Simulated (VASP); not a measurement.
Set up this calculation in VASP 6.6.1, as the native input.

| Property | Result |
| --- | --- |
| Task | single point |
| Functional | PBE |
| Potentials or basis | VASP PAW PBE potentials, release 64 (Sn_d, Te) |
| Cutoff | 520 eV |
| k mesh | 9 × 9 × 9 |
| Occupations | fermi-dirac, width 0.05 eV |
| Spin | no spin polarisation |
| Dipole correction | no |
| Further INCAR settings | ALGO = Normal; EDIFF = 1e-06; NBANDS = 17 |

The structure of SnTe (zincblende type) lies in POSCAR:

```
SnTe
1.0
    0.0000000000      3.6774787662      3.6774787662
    3.6774787662      0.0000000000      3.6774787662
    3.6774787662      3.6774787662      0.0000000000
Sn Te
1 1
Direct
    0.0000000000      0.0000000000      0.0000000000
    0.2500000000      0.2500000000      0.2500000000
```

This cell differs from its parent crystal: volume scaled by 1.06.

The input as run:

INCAR

```
PREC     = Accurate       # precision mode
ENCUT    = 520            # plane-wave cutoff, eV
EDIFF    = 1E-6           # SCF threshold, eV
ISMEAR   = -1             # smearing method
SIGMA    = 0.05           # smearing width, eV
LREAL    = False          # projectors in reciprocal space
LASPH    = True           # aspherical terms in the spheres
NELM     = 60             # most SCF steps
ALGO     = Normal         # electronic algorithm
ISIF     = 2              # what is computed and relaxed
LWAVE    = False          # write WAVECAR
LCHARG   = False          # write CHGCAR
GGA      = PE             # functional
NBANDS   = 17             # bands
```

KPOINTS

```
regular mesh
0
Gamma
  9 9 9
```

Potentials or basis: VASP PAW PBE potentials, release 64 (Sn_d, Te).

Launch:

```sh
$ cat potpaw_PBE.64/Sn_d/POTCAR potpaw_PBE.64/Te/POTCAR > POTCAR
$ mpirun -np 1 vasp_std > vasp.out
```

Results of the run:

The pressure is -1.3 GPa and the band gap on the k mesh is 0.35 eV, indirect (least direct gap 0.87 eV).

Caveat: spin-orbit coupling is left out, which moves the levels of the heavy elements.

It took 35 s on 1 thread of AMD EPYC 9R45 96-Core Processor (Zen 5), with other jobs on the host, peak memory 0.23 GiB.
